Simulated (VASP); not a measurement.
# Li2TaO2 (P4/mmm) in VASP: further runs

Runs on Li2TaO2. Level: PBE. Tasks: single point, relaxation of cell and atoms.

Program: VASP 6.6.1. These are calculated values, not measurements. Logs are shortened: lines on timing, memory, paths and dates and some standing lists are left out, and cuts for length are marked.

### Step 1. The cell of the first run

The structure is tetragonal, space group P4/mmm (No. 123). The conventional cell has a = 3.592 Å, b = 3.592 Å, c = 4.873 Å, α = 90.00°, β = 90.00°, γ = 90.00°. Li (site symmetry mmm) has 4 O at 2.20 Å and 4 Li at 2.54 Å within 2.9 Å. Within 3.7 Å of Ta (site symmetry 4/mmm) lie 8 O at 2.80 Å and 8 Li at 3.03 Å and 4 Ta at 3.59 Å. Within 2.9 Å of O (site symmetry 4mm) lie 4 Li at 2.20 Å and 2 O at 2.34 to 2.53 Å and 4 Ta at 2.80 Å.

### Step 2. Single point, PBE, collinear spin, ferromagnetic start

File INCAR:

```
PREC     = Accurate       # precision mode
ENCUT    = 520            # plane-wave cutoff, eV
EDIFF    = 1E-6           # SCF threshold, eV
ISMEAR   = 0              # smearing method
SIGMA    = 0.1            # smearing width, eV
LREAL    = F              # projectors in reciprocal space
LASPH    = T              # aspherical terms in the spheres
NELM     = 150            # most SCF steps
ALGO     = Normal         # electronic algorithm
ISIF     = 2              # what is computed and relaxed
LWAVE    = F              # write WAVECAR
LCHARG   = F              # write CHGCAR
ISPIN    = 2              # spin polarisation
MAGMOM   = 0 0 1 0 0      # initial moments
LORBIT   = 11             # projections on sites
LMAXMIX  = 4              # l up to which the mixer works
GGA      = PE             # functional
NBANDS   = 26             # bands
```

File KPOINTS:

```
Automatic mesh
0
Gamma
  6 6 4
```

File POSCAR:

```
Li2TaO2
1.0
    3.5921862400      0.0000000000      0.0000000000
    0.0000000000      3.5921862400      0.0000000000
    0.0000000000      0.0000000000      4.8726948700
Li Ta O
2 1 2
Direct
    0.0000000000      0.5000000000      0.5000000000
    0.5000000000      0.0000000000      0.5000000000
    0.0000000000      0.0000000000      0.0000000000
    0.5000000000      0.5000000000      0.2399999900
    0.5000000000      0.5000000000      0.7600000100
```

Potentials or basis: VASP PAW PBE potentials, release 64 (Li_sv, Ta_pv, O).

The run is started by

```
$ cat potpaw_PBE.64/Li_sv/POTCAR potpaw_PBE.64/Ta_pv/POTCAR potpaw_PBE.64/O/POTCAR > POTCAR
$ mpirun -np 1 vasp_std > vasp.out
```

OUTCAR:

```text
PREC = Accurate
   ENCUT = 520
   EDIFF = 1E-6
   ISMEAR = 0
   LREAL = F
   LASPH = T
   NELM = 150
   ISIF = 2
   ISPIN = 2
   LORBIT = 11
   GGA = PE

 ion  position               nearest neighbor table
   1  0.000  0.500  0.500-   4 2.20   5 2.20   4 2.20   5 2.20   2 2.54   2 2.54   2 2.54   2 2.54
                             3 3.03   3 3.03   3 3.03   3 3.03
   2  0.500  0.000  0.500-   4 2.20   5 2.20   4 2.20   5 2.20   1 2.54   1 2.54   1 2.54   1 2.54
                             3 3.03   3 3.03   3 3.03   3 3.03
   3  0.000  0.000  0.000-   1 3.03   2 3.03   1 3.03   2 3.03   1 3.03   1 3.03   2 3.03   2 3.03

   4  0.500  0.500  0.240-   1 2.20   2 2.20   2 2.20   1 2.20
   5  0.500  0.500  0.760-   1 2.20   2 2.20   2 2.20   1 2.20

  LATTYP: Found a simple tetragonal cell.
 ALAT       =     3.5921862400
 C/A-ratio  =     1.3564705570

  Lattice vectors:

 A1 = (   3.5921862400,   0.0000000000,   0.0000000000)
 A2 = (   0.0000000000,   3.5921862400,   0.0000000000)
 A3 = (   0.0000000000,   0.0000000000,   4.8726948700)

Analysis of symmetry for initial positions (statically):
=====================================================================
 Subroutine PRICEL returns:
 Original cell was already a primitive cell.

 Routine SETGRP: Setting up the symmetry group for a
 simple tetragonal supercell.

 Subroutine GETGRP returns: Found 16 space group operations
 (whereof 16 operations were pure point group operations)
 out of a pool of 16 trial point group operations.

The static configuration has the point symmetry D_4h.

Analysis of symmetry for dynamics (positions and initial velocities):
=====================================================================
 Subroutine PRICEL returns:
 Original cell was already a primitive cell.

 Routine SETGRP: Setting up the symmetry group for a
 simple tetragonal supercell.

 Subroutine GETGRP returns: Found 16 space group operations
 (whereof 16 operations were pure point group operations)
 out of a pool of 16 trial point group operations.

The dynamic configuration has the point symmetry D_4h.

Analysis of structural, dynamic, and magnetic symmetry:
=====================================================================
 Subroutine PRICEL returns:
 Original cell was already a primitive cell.

 Routine SETGRP: Setting up the symmetry group for a
 simple tetragonal supercell.

 Subroutine GETGRP returns: Found 16 space group operations
 (whereof 16 operations were pure point group operations)
 out of a pool of 16 trial point group operations.

The overall configuration has the point symmetry D_4h.

 Subroutine INISYM returns: Found 16 space group operations
 (whereof 16 operations are pure point group operations),
[... 130 lines left out ...]
   IVDW    =     0    specifies the selected vdW correction
   LEPSILON=     F    determine dielectric tensor
   LRPA    =     F    only Hartree local field effects (RPA)
 spin polarized calculation
 Gauss-broadening in eV      SIGMA  =   0.10
  energy-cutoff  :      520.00
  volume of cell :       62.88
 maximum number of plane-waves:      1714
 NGX is ok and might be reduce to    28
   NGX = 13   NGY = 13   NGZ = 19

 number of electron      29.0000023 magnetization       0.4193940

 Free energy of the ion-electron system (eV)
  ---------------------------------------------------
  ext. energy  EPLUGINS =         0.00000000
  ---------------------------------------------------
  free energy    TOTEN  =       -27.55006037 eV

  energy without entropy =      -27.53331050  energy(sigma->0) =      -27.54168544

 E-fermi :   3.5581     XC(G=0): -10.2626

 val. band max:        3.5500774797   @ k =   0.3333   0.0000   0.2500
 cond. band min:       3.5593162227   @ k =   0.3333   0.0000   0.0000
 fundamental gap:      0.0092387430
 Fermi energy:         3.5581031621

 spin component 1

 k-point     1 :       0.0000    0.0000    0.0000
  band No.  band energies     occupation
      1     -42.0289      1.00000
      2     -41.9404      1.00000
      3     -32.7994      1.00000
      4     -32.7994      1.00000
      5     -32.5942      1.00000
      6     -14.7513      1.00000
[... 685 lines left out ...]
     25      15.4108      0.00000
     26      15.4555      0.00000

 [... further k-points ...]

 spin component 2

 k-point     1 :       0.0000    0.0000    0.0000
  band No.  band energies     occupation
      1     -42.0242      1.00000
      2     -41.9357      1.00000
      3     -32.6135      1.00000
      4     -32.6135      1.00000
      5     -32.3334      1.00000
      6     -14.7857      1.00000
[... 685 lines left out ...]
     25      15.4584      0.00000
     26      15.5891      0.00000

 [... further k-points ...]
[... 5 lines left out ...]
  --------------------------------------------------------------------------------------
  -------------------------------------------------------------------------------------
  Total      -15.3845984    -15.3845984      5.0111264      0.0000000      0.0000000      0.0000000
  in kB     -392.0214588   -392.0214588    127.6906304      0.0000000      0.0000000      0.0000000
  external PRESSURE =    -218.7840958 kB  Pullay stress =       0.0000000 kB

 VOLUME and BASIS-vectors are now :
 -----------------------------------------------------------------------------
  energy-cutoff  :      520.00
  volume of cell :       62.88
      direct lattice vectors                 reciprocal lattice vectors
     3.592186240  0.000000000  0.000000000     0.278382003  0.000000000  0.000000000
     0.000000000  3.592186240  0.000000000     0.000000000  0.278382003  0.000000000
     0.000000000  0.000000000  4.872694870     0.000000000  0.000000000  0.205225245

 POSITION                                       TOTAL-FORCE (eV/Angst)
 -----------------------------------------------------------------------------------
      0.00000      1.79609      2.43635         0.000000      0.000000      0.000000
      1.79609      0.00000      2.43635         0.000000      0.000000      0.000000
      0.00000      0.00000      0.00000         0.000000      0.000000      0.000000
      1.79609      1.79609      1.16945         0.000000      0.000000      0.262570
      1.79609      1.79609      3.70325         0.000000     -0.000000     -0.262570
 -----------------------------------------------------------------------------------
    total drift:                                0.000000      0.000000     -0.000000

  FREE ENERGIE OF THE ION-ELECTRON SYSTEM (eV)
  ---------------------------------------------------
  free  energy   TOTEN  =       -27.5500603737 eV

  energy  without entropy=      -27.5333104975  energy(sigma->0) =      -27.54168544

 total charge

# of ion       s       p       d       tot
------------------------------------------
    1        2.024   0.060   0.000   2.084
    2        2.024   0.060   0.000   2.084
    3        0.271   6.004   2.060   8.335
    4        1.587   3.244   0.000   4.831
    5        1.587   3.244   0.000   4.831
--------------------------------------------------
tot          7.492  12.612   2.060  22.164

 magnetization (x)

# of ion       s       p       d       tot
------------------------------------------
    1        0.001   0.002   0.000   0.002
    2        0.001   0.002   0.000   0.002
    3        0.011   0.004   0.309   0.324
    4        0.003  -0.026   0.000  -0.023
    5        0.003  -0.026   0.000  -0.023
--------------------------------------------------
tot          0.018  -0.045   0.309   0.282
```

Wall time 47 s (1 thread of Intel Xeon 6975P-C (Granite Rapids), shared host); peak memory 0.23 GiB.

Results:

```yaml
Free_energy: -27.5501 eV
Largest_force: 0.263 eV/Å
Net_moment: 0.42 μB per cell
Site_moments: Li +0.00; Ta +0.32; O -0.02 μB
Valence_electrons_inside_the_program's_atomic_spheres: Li 2.08; Ta 8.34; O 4.83
```

Forces on the atoms (eV/Å):
```
Li   0.000  0.000  0.000
Li   0.000  0.000  0.000
Ta   0.000  0.000  0.000
O    0.000  0.000  0.263
O    0.000  0.000 -0.263
```

Levels at points of the mesh, in eV from the Fermi level:
Spin up:
```
           k point  band 13  band 14  band 15  band 16  band 17  band 18
(0.00, 0.00, 0.00)    -2.63    -1.97    -0.27     0.15     0.97     1.36
(0.50, 0.00, 0.00)    -1.66    -0.77    -0.03     0.43     0.49     1.67
(0.50, 0.50, 0.00)    -2.50    -0.16     0.93     1.48     1.48     1.68
(0.00, 0.00, 0.50)    -2.55    -2.03    -1.43     0.64     0.76     0.98
(0.50, 0.00, 0.50)    -2.53    -0.60    -0.54     0.17     0.73     1.88
(0.50, 0.50, 0.50)    -2.58    -0.25     0.02     1.38     1.38     1.39
```
Spin down:
| k point | band 12 | band 13 | band 14 | band 15 | band 16 | band 17 |
| --- | --- | --- | --- | --- | --- | --- |
| (0.00, 0.00, 0.00) | -2.99 | -2.41 | -1.75 | -0.33 | 0.29 | 1.16 |
| (0.50, 0.00, 0.00) | -2.47 | -1.45 | -0.57 | 0.05 | 0.66 | 0.82 |
| (0.50, 0.50, 0.00) | -4.30 | -2.27 | -0.22 | 1.07 | 1.74 | 1.74 |
| (0.00, 0.00, 0.50) | -3.24 | -2.59 | -1.81 | -1.19 | 0.78 | 0.90 |
| (0.50, 0.00, 0.50) | -3.02 | -2.57 | -0.30 | -0.26 | 0.54 | 0.94 |
| (0.50, 0.50, 0.50) | -3.41 | -2.63 | 0.07 | 0.14 | 1.52 | 1.65 |

Caveat: the cutoff is under 1.25 times the usual one of these potentials, so pressure, stress and relaxed cells hold a basis-set (Pulay) error; spin-orbit coupling is left out, which moves the levels of the heavy elements.

### Step 3. Relaxation of cell and atoms, PBE

This run uses another cell than the first one, of 8.66 Å³/atom, 0.689 times its volume.

File INCAR:

```
PREC = Accurate ; ENCUT = 600
EDIFF = 1E-6 ; ISMEAR = 0
SIGMA = 0.1 ; LREAL = False
LASPH = True ; NELM = 100
ALGO = Normal ; ISIF = 3
LWAVE = False ; LCHARG = False
GGA = PE ; IBRION = 2
NSW = 100 ; EDIFFG = -0.01
```

File KPOINTS:

```
Automatic mesh
0
Gamma
  12 12 8
```

File POSCAR:

```
Li2TaO2
1.0
    2.9104232619      0.0000000000      0.0000000000
    0.0000000000      2.9104232619      0.0000000000
    0.0000000000      0.0000000000      5.1110179463
Li Ta O
2 1 2
Direct
    0.0000000000      0.5000000000      0.5000000000
    0.5000000000      0.0000000000      0.5000000000
    0.0000000000      0.0000000000      0.0000000000
    0.5000000000      0.5000000000      0.2305511590
    0.5000000000      0.5000000000      0.7694488410
```

Potentials or basis: VASP PAW PBE potentials, release 64 (Li_sv, Ta_pv, O).

The run is started by

```
$ cat potpaw_PBE.64/Li_sv/POTCAR potpaw_PBE.64/Ta_pv/POTCAR potpaw_PBE.64/O/POTCAR > POTCAR
$ mpirun -np 1 vasp_std > vasp.out
```

OUTCAR:

```text
PREC = Accurate
   ENCUT = 600
   EDIFF = 1E-6
   ISMEAR = 0
   LREAL = False
   LASPH = True
   NELM = 100
   ISIF = 3
   GGA = PE
   IBRION = 2
   NSW = 100
   EDIFFG = -0.01

 ion  position               nearest neighbor table
   1  0.000  0.500  0.500-   4 2.00   5 2.00   4 2.00   5 2.00   2 2.06   2 2.06   2 2.06   2 2.06
                             3 2.94   3 2.94   3 2.94   3 2.94
   2  0.500  0.000  0.500-   4 2.00   5 2.00   4 2.00   5 2.00   1 2.06   1 2.06   1 2.06   1 2.06
                             3 2.94   3 2.94   3 2.94   3 2.94
   3  0.000  0.000  0.000-   4 2.37   5 2.37   4 2.37   5 2.37   4 2.37   5 2.37   4 2.37   5 2.37
                             2 2.94   1 2.94   2 2.94   1 2.94   2 2.94   2 2.94   1 2.94   1 2.94
   4  0.500  0.500  0.231-   1 2.00   2 2.00   2 2.00   1 2.00   3 2.37   3 2.37   3 2.37   3 2.37

   5  0.500  0.500  0.769-   1 2.00   2 2.00   2 2.00   1 2.00   3 2.37   3 2.37   3 2.37   3 2.37

  LATTYP: Found a simple tetragonal cell.
 ALAT       =     2.9104232619
 C/A-ratio  =     1.7561081281

  Lattice vectors:

 A1 = (   2.9104232619,   0.0000000000,   0.0000000000)
 A2 = (   0.0000000000,   2.9104232619,   0.0000000000)
[... 187 lines left out ...]

  FORCE on cell =-STRESS in cart. coord.  units (eV):
  Direction    XX          YY          ZZ          XY          YZ          ZX
  --------------------------------------------------------------------------------------
  -------------------------------------------------------------------------------------
  Total       -0.0360074     -0.0360074     -0.1951140      0.0000000      0.0000000     -0.0000000
  in kB       -1.3325470     -1.3325470     -7.2207010      0.0000000      0.0000000     -0.0000000
  external PRESSURE =      -3.2952650 kB  Pullay stress =       0.0000000 kB
[... 65 lines left out ...]
--------------------------------------- Ionic step        3  -------------------------------------------

 number of electron      28.9999986 magnetization

 Free energy of the ion-electron system (eV)
  ---------------------------------------------------
  ext. energy  EPLUGINS =         0.00000000
  ---------------------------------------------------
  free energy    TOTEN  =       -31.72241862 eV

  energy without entropy =      -31.71522114  energy(sigma->0) =      -31.71881988

 E-fermi :   8.1065     XC(G=0): -12.0238

 val. band max:        8.0813570340   @ k =   0.5000   0.1667   0.3750
 cond. band min:       8.1245756595   @ k =   0.3333   0.0000   0.2500
 fundamental gap:      0.0432186256
 Fermi energy:         8.1065492839

 k-point     1 :       0.0000    0.0000    0.0000
  band No.  band energies     occupation
      1     -39.6507      2.00000
      2     -39.0965      2.00000
      3     -28.3674      2.00000
      4     -28.1301      2.00000
      5     -28.1301      2.00000
      6     -13.9283      2.00000
[... 481 lines left out ...]
      5     -28.1978      2.00000
      6     -13.2224      2.00000
[... 10 lines left out ...]
     17      10.1864      0.00000
     18      10.7013      0.00000

 [... further k-points ...]
[... 5 lines left out ...]
  --------------------------------------------------------------------------------------
  -------------------------------------------------------------------------------------
  Total        0.0003553      0.0003553     -0.0137081      0.0000000      0.0000000      0.0000000
  in kB        0.0131709      0.0131709     -0.5081900      0.0000000      0.0000000      0.0000000
  external PRESSURE =      -0.1606161 kB  Pullay stress =       0.0000000 kB
[... 20 lines left out ...]
  FREE ENERGIE OF THE ION-ELECTRON SYSTEM (eV)
  ---------------------------------------------------
  free  energy   TOTEN  =       -31.7224186216 eV

  energy  without entropy=      -31.7152211377  energy(sigma->0) =      -31.71881988

 reached required accuracy - stopping structural energy minimisation
```

OSZICAR:

```text
N       E                     dE             d eps       ncg     rms          rms(c)
DAV:   1     0.249381125455E+03    0.24938E+03   -0.17126E+04  5040   0.193E+03
DAV:   2    -0.204589015116E+02   -0.26984E+03   -0.26475E+03  6360   0.475E+02
DAV:   3    -0.371437461591E+02   -0.16685E+02   -0.16477E+02  8806   0.965E+01
DAV:   4    -0.380014017374E+02   -0.85766E+00   -0.85171E+00  7092   0.188E+01
[... 19 lines left out ...]
DAV:   1    -0.317225687439E+02   -0.18608E-03   -0.69822E-03  5234   0.799E-01    0.917E-02
DAV:   2    -0.317224295979E+02    0.13915E-03   -0.53242E-04  5716   0.166E-01    0.323E-02
DAV:   3    -0.317224223397E+02    0.72581E-05   -0.59525E-05  7042   0.560E-02    0.143E-02
DAV:   4    -0.317224189000E+02    0.34397E-05   -0.10906E-05  6284   0.231E-02    0.448E-03
DAV:   5    -0.317224186216E+02    0.27843E-06   -0.36635E-06  5040   0.127E-02
   3 F= -.31722419E+02 E0= -.31718820E+02  d E =-.164550E-03
```

CONTCAR:

```text
Li2TaO2
   1.00000000000000
     2.9097374955546300    0.0000000000000000   -0.0000000000000000
     0.0000000000000000    2.9097374955546300   -0.0000000000000000
     0.0000000000000000    0.0000000000000000    5.1044922893465277
  Li              Ta              O
     2     1     2
Direct
     0.0000000000000000    0.5000000000000000    0.5000000000000000
     0.5000000000000000    0.0000000000000000    0.5000000000000000
     0.0000000000000000    0.0000000000000000    0.0000000000000000
     0.5000000000000000    0.5000000000000000    0.2303493492223434
     0.5000000000000000    0.5000000000000000    0.7696506507776566

  0.00000000E+00  0.00000000E+00  0.00000000E+00
  0.00000000E+00  0.00000000E+00  0.00000000E+00
  0.00000000E+00  0.00000000E+00  0.00000000E+00
  0.00000000E+00  0.00000000E+00  0.00000000E+00
  0.00000000E+00  0.00000000E+00  0.00000000E+00
```

It took 75 s on 1 thread of Intel Xeon 6975P-C (Granite Rapids), shared host; peak memory 0.27 GiB.

Results:

| Item | Value |
| --- | --- |
| Free energy | -31.7224 eV |
| Relaxed volume | 8.64 Å³/atom |
| Relaxed cell | a = 2.910 Å, b = 2.910 Å, c = 5.104 Å, α = 90.00°, β = 90.00°, γ = 90.00° |
| Space group after relaxing (to 0.05 Å) | P4/mmm (No. 123) |
| Energy gained by relaxing | 0.0 meV/atom |
| Ionic steps | 3 |
| Pressure after relaxing | 0.0 GPa |
| Largest force after relaxing | 0.003 eV/Å |

Forces in eV/Å, atoms in the order of the input:
```
Li   0.000  0.000  0.000
Li   0.000  0.000  0.000
Ta   0.000  0.000  0.000
O    0.000  0.000  0.003
O    0.000  0.000 -0.003
```

Step by step:
| step | energy change (eV) | largest force (eV/Å) | pressure (GPa) | volume (Å³) |
| --- | --- | --- | --- | --- |
| 1 | 0.0000 | 0.0316 | -0.33 | 43.29 |
| 2 | -0.0001 | 0.0189 | 0.18 | 43.18 |
| 3 | -0.0002 | 0.0033 | -0.02 | 43.22 |

Final structure:
```
Li Ta O
1.0
     2.90974    0.00000    0.00000
     0.00000    2.90974    0.00000
     0.00000    0.00000    5.10449
Li Ta O
2 1 2
Cartesian
  0.0000 1.4549 2.5522
  1.4549 0.0000 2.5522
  0.0000 0.0000 0.0000
  1.4549 1.4549 1.1758
  1.4549 1.4549 3.9287
```

Levels at points of the mesh, in eV from the Fermi level:
```csv
k point,band 13,band 14,band 15,band 16,band 17,band 18
"(0.00, 0.00, 0.00)",-4.56,-4.47,-1.89,0.37,2.32,3.27
"(0.50, 0.00, 0.00)",-4.61,-3.40,-0.15,1.15,1.33,2.22
"(0.50, 0.50, 0.00)",-3.96,-3.45,1.75,2.75,2.75,3.89
"(0.00, 0.00, 0.50)",-5.57,-4.49,-1.22,0.95,1.30,2.32
"(0.50, 0.00, 0.50)",-5.31,-2.69,-0.14,1.02,1.30,1.89
"(0.50, 0.50, 0.50)",-6.13,-1.54,-0.83,2.67,2.69,2.69
```

Caveat: the cutoff is under 1.25 times the usual one of these potentials, so pressure, stress and relaxed cells hold a basis-set (Pulay) error; spin-orbit coupling is left out, which moves the levels of the heavy elements; an odd number of electrons without spin polarisation forces a metal; a magnetic or distorted state may lie lower.
